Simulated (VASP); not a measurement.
# MnHg (Pm-3m) in VASP: notebook

MnHg is run at these levels: PBE; tasks: electric field gradients.

All numbers are computed with VASP 6.6.1; they aren't measurements. Logs are shortened: lines on timing, memory, paths and dates and some standing lists are left out, and cuts for length are marked.

## (1) The cell of the first run

It takes space group Pm-3m (No. 221, cubic). The conventional cell has a = 3.337 Å, b = 3.337 Å, c = 3.337 Å, α = 90.00°, β = 90.00°, γ = 90.00°. Within 3.8 Å of Mn (site symmetry m-3m) lie 8 Hg at 2.89 Å and 6 Mn at 3.34 Å. Within 3.8 Å of Hg (site symmetry m-3m) lie 8 Mn at 2.89 Å and 6 Hg at 3.34 Å.

## (2) Electric field gradients, PBE, collinear spin, ferromagnetic start (18.58 Å³/atom)

The input, INCAR:

```
PREC = Accurate
ENCUT = 520
EDIFF = 1E-8
ISMEAR = -1
SIGMA = 0.08
LREAL = F
LASPH = T
NELM = 150
ALGO = Normal
ISIF = 2
LWAVE = F
LCHARG = F
ISPIN = 2
MAGMOM = 4 0
LORBIT = 11
LMAXMIX = 4
GGA = PE
LEFG = T
NBANDS = 24
```

The input, KPOINTS:

```
regular mesh
0
Gamma
  11 11 11
```

The input, POSCAR:

```
MnHg
1.0
    3.3369542822      0.0000000000      0.0000000000
    0.0000000000      3.3369542822      0.0000000000
    0.0000000000      0.0000000000      3.3369542822
Mn Hg
1 1
Direct
    0.5000000000      0.5000000000      0.5000000000
    0.0000000000      0.0000000000      0.0000000000
```

Potentials or basis: VASP PAW PBE potentials, release 64 (Mn_pv, Hg).

Command:

```
$ cat potpaw_PBE.64/Mn_pv/POTCAR potpaw_PBE.64/Hg/POTCAR > POTCAR
$ mpirun -np 1 vasp_std > vasp.out
```

OUTCAR:

```text
PREC = Accurate
   ENCUT = 520
   EDIFF = 1E-8
   ISMEAR = -1
   LREAL = F
   LASPH = T
   NELM = 150
   ISIF = 2
   ISPIN = 2
   LORBIT = 11
   GGA = PE

 ion  position               nearest neighbor table
   1  0.500  0.500  0.500-   2 2.89   2 2.89   2 2.89   2 2.89   2 2.89   2 2.89   2 2.89   2 2.89

   2  0.000  0.000  0.000-   1 2.89   1 2.89   1 2.89   1 2.89   1 2.89   1 2.89   1 2.89   1 2.89

  LATTYP: Found a simple cubic cell.
 ALAT       =     3.3369542822

  Lattice vectors:

 A1 = (   3.3369542822,   0.0000000000,   0.0000000000)
 A2 = (   0.0000000000,   3.3369542822,   0.0000000000)
 A3 = (   0.0000000000,   0.0000000000,   3.3369542822)

Analysis of symmetry for initial positions (statically):
=====================================================================
 Subroutine PRICEL returns:
 Original cell was already a primitive cell.

 Routine SETGRP: Setting up the symmetry group for a
 simple cubic supercell.

 Subroutine GETGRP returns: Found 48 space group operations
 (whereof 48 operations were pure point group operations)
 out of a pool of 48 trial point group operations.

The static configuration has the point symmetry O_h .

Analysis of symmetry for dynamics (positions and initial velocities):
=====================================================================
 Subroutine PRICEL returns:
 Original cell was already a primitive cell.

 Routine SETGRP: Setting up the symmetry group for a
 simple cubic supercell.

 Subroutine GETGRP returns: Found 48 space group operations
 (whereof 48 operations were pure point group operations)
 out of a pool of 48 trial point group operations.

The dynamic configuration has the point symmetry O_h .

Analysis of structural, dynamic, and magnetic symmetry:
=====================================================================
 Subroutine PRICEL returns:
 Original cell was already a primitive cell.

 Routine SETGRP: Setting up the symmetry group for a
 simple cubic supercell.

 Subroutine GETGRP returns: Found 48 space group operations
[... 165 lines left out ...]
      4      -4.1663      1.00000
      5      -2.8199      1.00000
      6      -2.8199      1.00000
[... 637 lines left out ...]
     23      21.7742      0.00000
     24      21.9251      0.00000

 [... further k-points ...]

 spin component 2

 k-point     1 :       0.0000    0.0000    0.0000
  band No.  band energies     occupation
      1     -40.7701      1.00000
      2     -40.7701      1.00000
      3     -40.7701      1.00000
      4      -3.9423      1.00000
      5      -2.8004      1.00000
      6      -2.8004      1.00000
[... 637 lines left out ...]
     23      22.2635      0.00000
     24      22.4168      0.00000

 [... further k-points ...]

------------------------ aborting loop because EDIFF is reached ----------------------------------------

  FORCE on cell =-STRESS in cart. coord.  units (eV):
  Direction    XX          YY          ZZ          XY          YZ          ZX
  --------------------------------------------------------------------------------------
  -------------------------------------------------------------------------------------
  Total       -0.1091351     -0.1091351     -0.1091351     -0.0000000      0.0000000      0.0000000
  in kB       -4.7057024     -4.7057024     -4.7057024     -0.0000000      0.0000000      0.0000000
  external PRESSURE =      -4.7057024 kB  Pullay stress =       0.0000000 kB

 VOLUME and BASIS-vectors are now :
 -----------------------------------------------------------------------------
  energy-cutoff  :      520.00
  volume of cell :       37.16
      direct lattice vectors                 reciprocal lattice vectors
     3.336954282  0.000000000  0.000000000     0.299674468  0.000000000  0.000000000
     0.000000000  3.336954282  0.000000000     0.000000000  0.299674468  0.000000000
     0.000000000  0.000000000  3.336954282     0.000000000  0.000000000  0.299674468

 POSITION                                       TOTAL-FORCE (eV/Angst)
 -----------------------------------------------------------------------------------
      1.66848      1.66848      1.66848         0.000000      0.000000      0.000000
      0.00000      0.00000      0.00000         0.000000      0.000000      0.000000
 -----------------------------------------------------------------------------------
    total drift:                                0.000000      0.000000      0.000000

  FREE ENERGIE OF THE ION-ELECTRON SYSTEM (eV)
  ---------------------------------------------------
  free  energy   TOTEN  =        -8.5091950466 eV

  energy  without entropy=       -8.4767062925  energy(sigma->0) =       -8.49295067

 Electric field gradients (V/A^2)
---------------------------------------------------------------------
 ion       V_xx      V_yy      V_zz      V_xy      V_xz      V_yz
---------------------------------------------------------------------
   1       0.000     0.000    -0.000    -0.000    -0.000     0.000
   2      -0.000    -0.000    -0.000     0.000    -0.000     0.000
---------------------------------------------------------------------

 Electric field gradients after diagonalization (V/A^2)
 (convention: |V_zz| > |V_xx| > |V_yy|)
----------------------------------------------------------------------
 ion       V_xx      V_yy      V_zz     asymmetry (V_yy - V_xx)/ V_zz
----------------------------------------------------------------------
   1       0.000     0.000    -0.000       0.035
   2      -0.000    -0.000    -0.000      -0.293
----------------------------------------------------------------------

           NMR quadrupolar parameters

 Cq : quadrupolar parameter    Cq=e*Q*V_zz/h
 eta: asymmetry parameters     (V_yy - V_xx)/ V_zz
 Q  : nuclear electric quadrupole moment in mb (millibarn)
----------------------------------------------------------------------
 ion       Cq(MHz)       eta       Q (mb)
----------------------------------------------------------------------
   1      -0.000       0.035       1.000
   2      -0.000      -0.293       1.000
----------------------------------------------------------------------

 total charge

# of ion       s       p       d       tot
------------------------------------------
    1        0.249   6.167   4.968  11.384
    2        0.816   0.502   9.255  10.573
--------------------------------------------------
tot          1.065   6.669  14.223  21.958

 magnetization (x)

# of ion       s       p       d       tot
------------------------------------------
    1        0.029   0.017   3.820   3.866
    2       -0.040  -0.057   0.047  -0.050
--------------------------------------------------
tot         -0.011  -0.040   3.867   3.817
```

stdout:

```text
POSCAR found type information on POSCAR MnHg
 POSCAR found :  2 types and       2 ions
 scaLAPACK will be used
 LDA part: xc-table for (Slater+PW92), standard interpolation
 POSCAR, INCAR and KPOINTS ok, starting setup
 FFT: planning ... GRIDC
 FFT: planning ... GRID_SOFT
 FFT: planning ... GRID
 WAVECAR not read
 entering main loop
ion   1

ion   2
```

It took 2.7 min on 1 thread of AMD EPYC 7R13, shared host; peak memory 0.2 GiB.

Results:

```
Free energy                                           : -8.5092 eV
Pressure                                              : -0.5 GPa
Net moment                                            : 3.97 μB per cell
Site moments                                          : Mn +3.87; Hg -0.05 μB
Largest electric field gradient by atom               : zero within the noise of the run
Valence electrons inside the program's atomic spheres : Mn 11.38; Hg 10.57
```

Caveat: spin-orbit coupling is left out, which moves the levels of the heavy elements.

## (3) Electric field gradients, PBE, collinear spin, ferromagnetic start (18.94 Å³/atom)

This run uses another cell than the first one, of 18.94 Å³/atom.

The input, INCAR:

```
ALGO = Normal ; EDIFF = 1E-8
ENCUT = 520 ; GGA = PE
ISIF = 2 ; ISMEAR = -1
ISPIN = 2 ; LASPH = T
LCHARG = F ; LEFG = T
LMAXMIX = 4 ; LORBIT = 11
LREAL = F ; LWAVE = F
MAGMOM = 4 0 ; NBANDS = 24
NELM = 150 ; PREC = Accurate
SIGMA = 0.08
```

The input, KPOINTS:

```
k-points
0
Gamma
  11 11 11
```

The input, POSCAR:

```
MnHg
1.0
    3.3586234237      0.0000000000      0.0000000000
    0.0000000000      3.3586234237      0.0000000000
    0.0000000000      0.0000000000      3.3586234237
Mn Hg
1 1
Direct
    0.5000000000      0.5000000000      0.5000000000
    0.0000000000      0.0000000000      0.0000000000
```

Potentials or basis: VASP PAW PBE potentials, release 64 (Mn_pv, Hg).

Command:

```
$ cat potpaw_PBE.64/Mn_pv/POTCAR potpaw_PBE.64/Hg/POTCAR > POTCAR
$ mpirun -np 1 vasp_std > vasp.out
```

OUTCAR:

```text
EDIFF = 1E-8
   ENCUT = 520
   GGA = PE
   ISIF = 2
   ISMEAR = -1
   ISPIN = 2
   LASPH = T
   LORBIT = 11
   LREAL = F
   NELM = 150
   PREC = Accurate

 ion  position               nearest neighbor table
   1  0.500  0.500  0.500-   2 2.91   2 2.91   2 2.91   2 2.91   2 2.91   2 2.91   2 2.91   2 2.91

   2  0.000  0.000  0.000-   1 2.91   1 2.91   1 2.91   1 2.91   1 2.91   1 2.91   1 2.91   1 2.91

  LATTYP: Found a simple cubic cell.
 ALAT       =     3.3586234237

[... 1542 lines left out ...]
   2      -0.000    -0.000    -0.000     0.000    -0.000     0.000
---------------------------------------------------------------------

 Electric field gradients after diagonalization (V/A^2)
 (convention: |V_zz| > |V_xx| > |V_yy|)
----------------------------------------------------------------------
 ion       V_xx      V_yy      V_zz     asymmetry (V_yy - V_xx)/ V_zz
----------------------------------------------------------------------
   1       0.000     0.000     0.000      -0.075
   2      -0.000    -0.000    -0.000      -0.100
----------------------------------------------------------------------

           NMR quadrupolar parameters

 Cq : quadrupolar parameter    Cq=e*Q*V_zz/h
 eta: asymmetry parameters     (V_yy - V_xx)/ V_zz
 Q  : nuclear electric quadrupole moment in mb (millibarn)
----------------------------------------------------------------------
 ion       Cq(MHz)       eta       Q (mb)
----------------------------------------------------------------------
   1       0.000      -0.075       1.000
   2      -0.000      -0.100       1.000
----------------------------------------------------------------------

 total charge

# of ion       s       p       d       tot
------------------------------------------
    1        0.247   6.161   4.960  11.368
    2        0.816   0.487   9.255  10.558
--------------------------------------------------
tot          1.063   6.648  14.215  21.926

 magnetization (x)

# of ion       s       p       d       tot
------------------------------------------
    1        0.030   0.017   3.849   3.896
    2       -0.038  -0.056   0.046  -0.048
--------------------------------------------------
tot         -0.008  -0.039   3.895   3.848
```

OSZICAR:

```text
N       E                     dE             d eps       ncg     rms          rms(c)
DAV:   1     0.233558226411E+03    0.23356E+03   -0.13638E+04  5416   0.116E+03
DAV:   2    -0.132283048265E+01   -0.23488E+03   -0.22341E+03  5600   0.340E+02
DAV:   3    -0.891986811822E+01   -0.75970E+01   -0.75701E+01  6272   0.691E+01
DAV:   4    -0.897687031213E+01   -0.57002E-01   -0.56997E-01  6064   0.559E+00
DAV:   5    -0.897776448650E+01   -0.89417E-03   -0.89416E-03  6536   0.637E-01    0.933E+00
DAV:   6    -0.870504503890E+01    0.27272E+00   -0.71731E+00  6104   0.195E+01    0.764E+00
DAV:   7    -0.851543988536E+01    0.18961E+00   -0.20318E+00  6256   0.121E+01    0.464E+00
DAV:   8    -0.850689420460E+01    0.85457E-02   -0.54355E-02  5784   0.168E+00    0.255E+00
DAV:   9    -0.850413665010E+01    0.27576E-02   -0.17852E-02  6160   0.897E-01    0.893E-01
DAV:  10    -0.850421157096E+01   -0.74921E-04   -0.27616E-03  5808   0.452E-01    0.873E-02
DAV:  11    -0.850426435952E+01   -0.52789E-04   -0.15182E-04  5944   0.105E-01    0.292E-02
DAV:  12    -0.850427656986E+01   -0.12210E-04   -0.22734E-05  6104   0.345E-02    0.216E-02
DAV:  13    -0.850428130490E+01   -0.47350E-05   -0.51303E-06  5984   0.162E-02    0.952E-03
DAV:  14    -0.850428116151E+01    0.14339E-06   -0.50867E-07  6224   0.604E-03    0.416E-03
DAV:  15    -0.850428118128E+01   -0.19776E-07   -0.22831E-07  5752   0.341E-03    0.147E-03
DAV:  16    -0.850428121139E+01   -0.30111E-07   -0.52947E-08  5848   0.137E-03    0.579E-04
DAV:  17    -0.850428122803E+01   -0.16637E-07   -0.34427E-09  3048   0.507E-04    0.123E-04
DAV:  18    -0.850428122708E+01    0.95133E-09   -0.44808E-10  2904   0.143E-04
   1 F= -.85042812E+01 E0= -.84890011E+01  d E =-.305603E-01  mag=     4.0036
```

stdout:

```text
POSCAR found type information on POSCAR MnHg
 POSCAR found :  2 types and       2 ions
 scaLAPACK will be used
 LDA part: xc-table for (Slater+PW92), standard interpolation
 POSCAR, INCAR and KPOINTS ok, starting setup
 FFT: planning ... GRIDC
 FFT: planning ... GRID_SOFT
 FFT: planning ... GRID
 WAVECAR not read
 entering main loop
ion   1

ion   2
```

Run time: 3 min. Hardware: 1 thread of AMD EPYC 7R13, shared host; peak memory 0.2 GiB.

Results:

| Property | Result |
| --- | --- |
| Free energy | -8.5043 eV |
| Pressure | -1.8 GPa |
| Net moment | 4.00 μB per cell |
| Site moments | Mn +3.90; Hg -0.05 μB |
| Largest electric field gradient by atom | zero within the noise of the run |
| Valence electrons inside the program's atomic spheres | Mn 11.37; Hg 10.56 |

Caveat: spin-orbit coupling is left out, which moves the levels of the heavy elements.
